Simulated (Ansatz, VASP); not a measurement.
Br: VASP beside Ansatz

Contents of INCAR:

```
ALGO = Normal ; EDIFF = 1E-6
EDIFFG = -0.005 ; ENCUT = 600
GGA = PE ; IBRION = 2
ISIF = 3 ; ISMEAR = -1
LASPH = True ; LCHARG = False
LREAL = False ; LWAVE = False
NELM = 100 ; NSW = 60
PREC = Accurate ; SIGMA = 0.1
```

KPOINTS

```
k-points
0
Gamma
  15 15 14
```

The input POSCAR:

```
Br
1.0
    3.2552139605      0.0000000000      0.0000000000
   -1.6276069802      2.8190979845      0.0000000000
    0.0000000000      0.0000000000      3.0599011228
Br
1
Direct
    0.0000000000      0.0000000000      0.0000000000
```

Input for Ansatz:

```yaml
crystal:
  lattice:
    - [3.2552139605, 0.0, 0.0]
    - [-1.6276069802, 2.8190979845, 0.0]
    - [0.0, 0.0, 3.0599011228]
  atoms:
    - { symbol: Br, position: [0.0, 0.0, 0.0] }
kpoints:
  mp_grid: { grid: [15, 15, 14] }
scf:
  occupations: { method: fermi_dirac, width: 0.1 }
hamiltonian:
  xc: pbe
  pseudopotentials: { kind: paw }
output:
  forces: true
  stress: true
  write_density: true
  write_potential: true
  elf: true
  volumetric_format: npy
relax:
  f_tol: 0.005
  max_steps: 40
  cell: {}
```

Alike in both runs: task relaxation of cell and atoms; functional PBE; k mesh 15 × 15 × 14; occupations fermi-dirac, width 0.1 eV; no spin polarisation.

```csv
,VASP,Ansatz
version,VASP 6.6.1,Ansatz 0.2.0
potentials or method,"VASP PAW PBE potentials, release 64 (Br)","PAW with Ansatz's default frozen-core files, scalar-relativistic"
plane-wave cutoff (eV),600,420
valence electrons in the cell,7,7
```

|  | VASP | Ansatz | Ansatz less VASP |
| --- | --- | --- | --- |
| relaxed volume (Å³/atom) | 35.64 | 35.69 | +0.043 |
| relaxed cell length with the largest relative difference (Å) | 3.979 | 3.982 | +0.0027 |

Noted on VASP's run: the volume moved by over 15 % at a fixed basis, so the end points are rough.
